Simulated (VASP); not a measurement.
# CaBi (Cmcm) in VASP: single point with PBE

Aim: the single point of CaBi with PBE.

Everything below comes from runs of VASP 6.6.1. Logs are shortened: lines on timing, memory, paths and dates and some standing lists are left out, and cuts for length are marked.

**1. The cell of the first run**

It takes space group Cmcm (No. 63, orthorhombic). The conventional cell has a = 4.903 Å, b = 11.949 Å, c = 4.541 Å, α = 90.00°, β = 90.00°, γ = 90.00°. Bi (site symmetry m2m) has 2 Bi at 2.94 Å and 7 Ca at 3.40 to 3.51 Å within 3.9 Å. Within 4.6 Å of Ca (site symmetry m2m) lie 7 Bi at 3.40 to 3.51 Å and 8 Ca at 3.89 to 4.54 Å.

**2. Single point, PBE**

Contents of INCAR:

```
SYSTEM = CaBi
PREC = Accurate
ENCUT = 520
EDIFF = 1E-6
ISMEAR = -1
SIGMA = 0.1
LREAL = .FALSE.
LASPH = .TRUE.
NELM = 100
ALGO = Normal
ISIF = 2
LWAVE = .FALSE.
LCHARG = .TRUE.
GGA = PE
LELF = .TRUE.
LVHAR = .TRUE.
NBANDS = 33
```

Contents of KPOINTS:

```
Automatic mesh
0
G
  8 8 8
  0 0 0
```

Contents of POSCAR:

```
CaBi
1.0
    4.9028160000      0.0000000000      0.0000000000
    2.4514080000     -5.9746360000      0.0000000000
    0.0000000000      0.0000000000     -4.5413090000
Bi Ca
2 2
Direct
    0.4220000000      0.1560000000      0.7500000000
    0.5780000000      0.8440000000      0.2500000000
    0.1320000000      0.7360000000      0.7500000000
    0.8680000000      0.2640000000      0.2500000000
```

Potentials or basis: VASP PAW PBE potentials, release 64 (Bi_d, Ca_sv).

Started as:

```bash
cat potpaw_PBE.64/Bi_d/POTCAR potpaw_PBE.64/Ca_sv/POTCAR > POTCAR
mpirun -np 1 vasp_std > vasp.out
```

OUTCAR:

```text
SYSTEM = CaBi
   PREC = Accurate
   ENCUT = 520
   EDIFF = 1E-6
   ISMEAR = -1
   LREAL = .FALSE.
   LASPH = .TRUE.
   NELM = 100
   ISIF = 2
   GGA = PE

 ion  position               nearest neighbor table
   1  0.422  0.156  0.750-   2 2.94   2 2.94   4 3.40   4 3.40   4 3.40   4 3.40   3 3.47   3 3.51
                             3 3.51
   2  0.578  0.844  0.250-   1 2.94   1 2.94   3 3.40   3 3.40   3 3.40   3 3.40   4 3.47   4 3.51
                             4 3.51
   3  0.132  0.736  0.750-   2 3.40   2 3.40   2 3.40   2 3.40   1 3.47   1 3.51   1 3.51
   4  0.868  0.264  0.250-   1 3.40   1 3.40   1 3.40   1 3.40   2 3.47   2 3.51   2 3.51

  LATTYP: Found a base centered orthorhombic cell.
 ALAT       =     4.9028160000
 B/A-ratio  =     2.4372262798
 C/A-ratio  =     0.9262654360

  Lattice vectors:

 A1 = (   2.4514080000,   5.9746360000,   0.0000000000)
 A2 = (   2.4514080000,  -5.9746360000,   0.0000000000)
 A3 = (   0.0000000000,   0.0000000000,  -4.5413090000)

Analysis of symmetry for initial positions (statically):
=====================================================================
 Subroutine PRICEL returns:
 Original cell was already a primitive cell.

 Routine SETGRP: Setting up the symmetry group for a
 base centered orthorhombic supercell.

 Subroutine GETGRP returns: Found  8 space group operations
 (whereof  4 operations were pure point group operations)
 out of a pool of  8 trial point group operations.

The static configuration has the point symmetry C_2h.
 The point group associated with its full space group is D_2h.

Analysis of symmetry for dynamics (positions and initial velocities):
=====================================================================
 Subroutine PRICEL returns:
 Original cell was already a primitive cell.

 Routine SETGRP: Setting up the symmetry group for a
 base centered orthorhombic supercell.

 Subroutine GETGRP returns: Found  8 space group operations
 (whereof  4 operations were pure point group operations)
 out of a pool of  8 trial point group operations.

The dynamic configuration has the point symmetry C_2h.
 The point group associated with its full space group is D_2h.

 Subroutine INISYM returns: Found  8 space group operations
 (whereof  4 operations are pure point group operations),
 and found     1 'primitive' translations

----------------------------------------------------------------------------------------

                                     Primitive cell

  volume of cell :     133.0265

  direct lattice vectors                    reciprocal lattice vectors
     4.902816000  0.000000000  0.000000000     0.203964416  0.083687107  0.000000000
     2.451408000 -5.974636000  0.000000000     0.000000000 -0.167374213  0.000000000
     0.000000000  0.000000000 -4.541309000     0.000000000  0.000000000 -0.220200828

  length of vectors
     4.902816000  6.457993227  4.541309000     0.220465450  0.167374213  0.220200828

  position of ions in fractional coordinates (direct lattice)
     0.422000000  0.156000000  0.750000000
     0.578000000  0.844000000  0.250000000
     0.132000000  0.736000000  0.750000000
     0.868000000  0.264000000  0.250000000

  ion indices of the primitive-cell ions
   primitive index   ion index
                 1           1
                 2           2
                 3           3
                 4           4

----------------------------------------------------------------------------------------

 KPOINTS: Automatic mesh

Automatic generation of k-mesh.
 Grid dimensions read from file:
 generate k-points for:    8    8    8

 Generating k-lattice:

  Cartesian coordinates                     Fractional coordinates (reciprocal lattice)
     0.025495552  0.010460888  0.000000000     0.125000000  0.000000000  0.000000000
     0.000000000 -0.020921777  0.000000000     0.000000000  0.125000000  0.000000000
     0.000000000  0.000000000 -0.027525103     0.000000000  0.000000000  0.125000000

  Length of vectors
     0.027558181  0.020921777  0.027525103

  Shift w.r.t. Gamma in fractional coordinates (k-lattice)
     0.000000000  0.000000000  0.000000000

 Subroutine IBZKPT returns following result:
 ===========================================

 Found    105 irreducible k-points:

 Following reciprocal coordinates:
            Coordinates               Weight
  0.000000  0.000000  0.000000      1.000000
  0.125000  0.000000  0.000000      4.000000
  0.250000  0.000000  0.000000      4.000000
  0.375000  0.000000  0.000000      4.000000
  0.500000  0.000000  0.000000      2.000000
  0.000000  0.125000  0.000000      2.000000
[... 16 lines left out ...]
  0.125000  0.000000  0.125000      8.000000
  0.250000  0.000000  0.125000      8.000000
 [... further k-points ...]
   k-points           NKPTS =    105   k-points in BZ     NKDIM =    105   number of bands    NBANDS=     33
   number of dos      NEDOS =    301   number of ions     NIONS =      4
   total plane-waves  NPLWV =  62208
   dimension x,y,z NGX =    36 NGY =   48 NGZ =   36
   dimension x,y,z NGXF=    72 NGYF=   96 NGZF=   72
   ions per type =               2   2
   NGX,Y,Z   is equivalent  to a cutoff of  12.21, 12.36, 13.18 a.u.
   NGXF,Y,Z  is equivalent  to a cutoff of  24.41, 24.71, 26.36 a.u.
 SYSTEM =  CaBi
   PREC   = accura    normal or accurate (medium, high low for compatibility)
   ISTART =      0    job   : 0-new  1-cont  2-samecut
   ICHARG =      2    charge: 1-file 2-atom 10-const
   ISPIN  =      1    spin polarized calculation?
   LNONCOLLINEAR =      F non collinear calculations
   LSORBIT =      F    spin-orbit coupling
   LASPH  =      T    aspherical Exc in radial PAW
   ENCUT  =  520.0 eV  38.22 Ry    6.18 a.u.   9.12 12.01  8.44*2*pi/ulx,y,z
   NELM   =    100;   NELMIN=  2; NELMDL= -5     # of ELM steps
   EDIFF  = 0.1E-05   stopping-criterion for ELM
   LREAL  =      F    real-space projection
   EDIFFG = 0.1E-04   stopping-criterion for IOM
   NSW    =      0    number of steps for IOM
   IBRION =     -1    ionic relax: 0-MD 1-quasi-New 2-CG
   NFREE  =      0    steps in history (QN), initial steepest desc. (CG)
   ISIF   =      2    stress and relaxation
   ISYM   =      2    0-nonsym 1-usesym 2-fastsym
   POTIM  = 0.5000    time-step for ionic-motion
   TEBEG  =    0.0;   TEEND  =   0.0 temperature during run
   PSTRESS=    0.0 pullay stress
   NELECT =      50.0000    total number of electrons
   NUPDOWN=      -1.0000    fix difference up-down
   EMIN   =  10.00;   EMAX   =-10.00  energy-range for DOS
   EFERMI =   0.00;   METHOD = LEGACY
   ISMEAR =    -1;   SIGMA  =   0.10  broadening in eV -4-tet -1-fermi 0-gaus
   EFERMI_NEDOS =   21; number of points for ismear=-14 and -15
   IALGO  =     38    algorithm
   IMIX   =      4    mixing-type and parameters
     AMIX     =   0.40;   BMIX     =  1.00
     AMIX_MAG =   1.60;   BMIX_MAG =  1.00
  volume/ion in A,a.u.               =      33.26       224.43
  Fermi-wavevector in a.u.,A,eV,Ry     =   1.181459  2.232635 18.991642  1.395846
  Thomas-Fermi vector in A             =   2.317732
   LORBIT       =      0    0 simple, 1 ext, 2 COOP (PROOUT), +10 PAW based schemes
   GGA     = PE    functional components
   LHFCALC =     F    Hartree Fock is set to
   AEXX    =    0.0000 exact exchange contribution
   IVDW    =     0    specifies the selected vdW correction
   LEPSILON=     F    determine dielectric tensor
   LRPA    =     F    only Hartree local field effects (RPA)
 non-spin polarized calculation
  energy-cutoff  :      520.00
  volume of cell :      133.03
 maximum number of plane-waves:      3615
   NGX = 19   NGY = 23   NGZ = 17

 number of electron      50.0000002 magnetization

 Free energy of the ion-electron system (eV)
  ---------------------------------------------------
  ext. energy  EPLUGINS =         0.00000000
  ---------------------------------------------------
  free energy    TOTEN  =       -13.61771710 eV

  energy without entropy =      -13.53645600  energy(sigma->0) =      -13.57708655

 E-fermi :   5.3036     XC(G=0):  -9.0831

 val. band max:        5.2939949464   @ k =  -0.2500   0.3750   0.2500
 cond. band min:       5.3057787352   @ k =  -0.3750   0.1250   0.5000
 fundamental gap:      0.0117837887
 Fermi energy:         5.3036407404

 k-point     1 :       0.0000    0.0000    0.0000
  band No.  band energies     occupation
      1     -36.6894      2.00000
      2     -36.6823      2.00000
      3     -17.8634      2.00000
      4     -17.7653      2.00000
      5     -17.7267      2.00000
      6     -17.7034      2.00000
[... 25 lines left out ...]
     32       7.8179      0.00000
     33       8.1321      0.00000

 k-point     2 :       0.1250    0.0000    0.0000
  band No.  band energies     occupation
      1     -36.6893      2.00000
      2     -36.6824      2.00000
      3     -17.8631      2.00000
      4     -17.7698      2.00000
      5     -17.7489      2.00000
      6     -17.7195      2.00000
[... 25 lines left out ...]
     32       8.0169      0.00000
     33       8.1695      0.00000

 k-point     3 :       0.2500    0.0000    0.0000
  band No.  band energies     occupation
      1     -36.6889      2.00000
      2     -36.6826      2.00000
      3     -17.8622      2.00000
      4     -17.7891      2.00000
      5     -17.7576      2.00000
      6     -17.7531      2.00000
[... 25 lines left out ...]
     32       8.1870      0.00000
     33       8.5215      0.00000

 k-point     4 :       0.3750    0.0000    0.0000
  band No.  band energies     occupation
      1     -36.6884      2.00000
      2     -36.6829      2.00000
      3     -17.8609      2.00000
      4     -17.8060      2.00000
      5     -17.7785      2.00000
      6     -17.7578      2.00000
[... 25 lines left out ...]
     32       8.3418      0.00000
     33       8.6674      0.00000

 k-point     5 :       0.5000    0.0000    0.0000
  band No.  band energies     occupation
      1     -36.6882      2.00000
      2     -36.6830      2.00000
      3     -17.8602      2.00000
      4     -17.8120      2.00000
      5     -17.7878      2.00000
      6     -17.7572      2.00000
[... 604 lines left out ...]
 k-point    22 :       0.0000    0.0000    0.1250
  band No.  band energies     occupation
      1     -36.6891      2.00000
      2     -36.6825      2.00000
      3     -17.8559      2.00000
      4     -17.7634      2.00000
      5     -17.7464      2.00000
      6     -17.7139      2.00000
[... 25 lines left out ...]
     32       8.1031      0.00000
     33       8.4340      0.00000

 k-point    23 :       0.1250    0.0000    0.1250
  band No.  band energies     occupation
      1     -36.6889      2.00000
      2     -36.6826      2.00000
      3     -17.8564      2.00000
      4     -17.7685      2.00000
      5     -17.7596      2.00000
      6     -17.7154      2.00000
[... 25 lines left out ...]
     32       8.0708      0.00000
     33       8.3170      0.00000

 k-point    24 :       0.2500    0.0000    0.1250
  band No.  band energies     occupation
      1     -36.6886      2.00000
      2     -36.6828      2.00000
      3     -17.8580      2.00000
      4     -17.7859      2.00000
      5     -17.7640      2.00000
      6     -17.7337      2.00000
[... 25 lines left out ...]
     32       8.1931      0.00000
     33       8.3540      0.00000

 [... further k-points ...]

------------------------ aborting loop because EDIFF is reached ----------------------------------------

  FORCE on cell =-STRESS in cart. coord.  units (eV):
  Direction    XX          YY          ZZ          XY          YZ          ZX
  --------------------------------------------------------------------------------------
  -------------------------------------------------------------------------------------
  Total       -1.3690583      2.9211160      5.3663014      0.0000000      0.0000000      0.0000000
  in kB      -16.4890047     35.1820619     64.6319930      0.0000000      0.0000000      0.0000000
  external PRESSURE =      27.7750168 kB  Pullay stress =       0.0000000 kB

 VOLUME and BASIS-vectors are now :
 -----------------------------------------------------------------------------
  energy-cutoff  :      520.00
  volume of cell :      133.03
      direct lattice vectors                 reciprocal lattice vectors
     4.902816000  0.000000000  0.000000000     0.203964416  0.083687107  0.000000000
     2.451408000 -5.974636000  0.000000000     0.000000000 -0.167374213  0.000000000
     0.000000000  0.000000000 -4.541309000     0.000000000  0.000000000 -0.220200828

 POSITION                                       TOTAL-FORCE (eV/Angst)
 -----------------------------------------------------------------------------------
      2.45141     -0.93204     -3.40598        -0.000000     -2.147278     -0.000000
      4.90282     -5.04259     -1.13533         0.000000      2.147278     -0.000000
      2.45141     -4.39733     -3.40598         0.000000      0.246271      0.000000
      4.90282     -1.57730     -1.13533        -0.000000     -0.246271     -0.000000
 -----------------------------------------------------------------------------------
    total drift:                                0.000000     -0.000000      0.000000

  FREE ENERGIE OF THE ION-ELECTRON SYSTEM (eV)
  ---------------------------------------------------
  free  energy   TOTEN  =       -13.6177171032 eV

  energy  without entropy=      -13.5364560017  energy(sigma->0) =      -13.57708655
```

It took 8.1 min on 1 thread of AMD EPYC 7R43 (Zen 3), shared host; peak memory 0.48 GiB.

What came out:

- Free energy: -13.6177 eV
- Pressure: 2.8 GPa
- Largest force: 2.147 eV/Å
- Band gap on the k mesh: zero (bands 25 and 26 overlap by 1.71 eV)

Forces in eV/Å, atoms in the order of the input:
```
Bi   0.000 -2.147  0.000
Bi   0.000  2.147  0.000
Ca   0.000  0.246  0.000
Ca   0.000 -0.246  0.000
```

Caveat: the stress differs along the axes, from -2 to 6 GPa; spin-orbit coupling is left out, which moves the levels of the heavy elements; forces of over 1 eV/Å act on the atoms, so gaps and moduli don't describe the material at rest.
